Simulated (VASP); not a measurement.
## MoS2: electric field gradients with PBE

Crystal: MoS2.

```
Mo S
1.0
     3.18194    0.00000    0.00000
    -1.59097    2.75564    0.00000
     0.00000    0.00000   12.37643
Mo S
2 4
Direct
  0.33333 0.66667 0.25000
  0.66667 0.33333 0.75000
  0.33333 0.66667 0.62750
  0.66667 0.33333 0.12750
  0.33333 0.66667 0.87250
  0.66667 0.33333 0.37250
```

- Program: VASP 6.6.1
- Task: electric field gradients
- Functional: PBE
- Potentials or basis: VASP PAW PBE potentials, release 64 (Mo_sv, S)
- Cutoff: 520 eV
- k mesh: 10 × 10 × 3
- Occupations: fermi-dirac, width 0.03 eV
- Spin: no spin polarisation
- Dipole correction: no
- Further INCAR settings: ALGO = Normal; EDIFF = 1e-08; NBANDS = 35

```json
{"Pressure": "5.4 GPa", "Largest force": "0.837 eV/Å", "Band gap on the k mesh": "0.88 eV (least direct gap 1.83 eV)", "Largest electric field gradient by atom": "Mo -91.1; S -60.5 V/Å²"}
```

Forces on the atoms (eV/Å):
```
Mo   0.000  0.000  0.000
Mo   0.000  0.000  0.000
S    0.000  0.000 -0.837
S    0.000  0.000 -0.837
S    0.000  0.000  0.837
S    0.000  0.000  0.837
```

Stress tensor (GPa, compression positive):
```
3.36 0.00 0.00
0.00 3.36 0.00
0.00 0.00 9.50
```

Levels at points of the mesh, in eV from the valence-band top:
| k point | band 22 | band 23 | band 24 | band 25 | band 26 | band 27 | band 28 | band 29 | band 30 | band 31 |
| --- | --- | --- | --- | --- | --- | --- | --- | --- | --- | --- |
| (0.00, 0.00, 0.00) | -2.49 | -2.49 | -1.30 | -1.06 | 0.00 | 1.97 | 1.97 | 1.99 | 1.99 | 2.27 |
| (0.50, 0.00, 0.00) | -2.50 | -2.00 | -1.86 | -1.52 | -1.39 | 1.39 | 1.43 | 1.87 | 2.06 | 2.88 |

Electric field gradients, principal values (V/Å²):
| atom | least | middle | greatest (by size) |
| --- | --- | --- | --- |
| 1 Mo | 45.556 | 45.558 | -91.114 |
| 2 Mo | 45.556 | 45.558 | -91.114 |
| 3 S | 30.231 | 30.233 | -60.464 |
| 4 S | 30.231 | 30.233 | -60.464 |
| 5 S | 30.231 | 30.233 | -60.464 |
| 6 S | 30.231 | 30.233 | -60.464 |

Wall time 2.9 min on 1 thread of Intel Xeon 8259CL (shared host), peak memory 0.27 GiB.

Caveat: the stress differs along the axes, from 3 to 10 GPa; without QUAD_EFG the Cq values of the log hold for a quadrupole moment of 1 mb, not for the nuclei; this functional lacks dispersion, which binds layers or chains, so the pressure and a relaxed spacing across them are unreliable. A k mesh can miss the band edges.
